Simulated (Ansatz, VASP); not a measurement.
## AgI2: VASP beside Ansatz

```
Ag I
1.0
     3.93566    0.00000    0.00000
     0.00000    3.93566    0.00000
     0.00000    0.00000    6.58895
Ag I
1 2
Direct
  0.00000 0.00000 0.50000
  0.50000 0.00000 0.79103
  0.00000 0.50000 0.20897
```

Alike in both runs: task single point; functional PBEsol; k mesh 14 × 14 × 10; occupations gaussian, width 0.15 eV; no spin polarisation.

|  | VASP | Ansatz |
| --- | --- | --- |
| version | VASP 6.6.1 | Ansatz 0.2.0 |
| potentials or method | VASP PAW PBE potentials, release 64 (Ag, I), cutoff 520 eV | scalar-relativistic, plane waves, PAW |
| valence electrons in the cell | 25 | 53 |

Ansatz gave:

| Property | Result |
| --- | --- |
| gap on the k mesh at the Fermi level (eV) | none |
| pressure (GPa) | -0.6 |
| traceless stress, the component that is largest in VASP (GPa) | -0.57 |
| rms of the force components (eV/Å) | 0.106 |

Which values does VASP return?

gap on the k mesh at the Fermi level (eV): none; pressure (GPa): -0.7; traceless stress, the component that is largest in VASP (GPa): -0.58; rms of the force components (eV/Å): 0.108.

VASP's potentials were made for PBE, not for PBEsol. Atom by atom the forces differ by 0.002 eV/Å (rms over components). A gap of «none» marks a metal or a gap that the smearing closes. With one functional, cell and mesh, what is left measures potentials, basis and numerics. VASP's potentials hold 25 valence electrons a cell and Ansatz's 53, so a difference there can come from the potentials and not from the codes.

Spin-orbit coupling is off throughout.
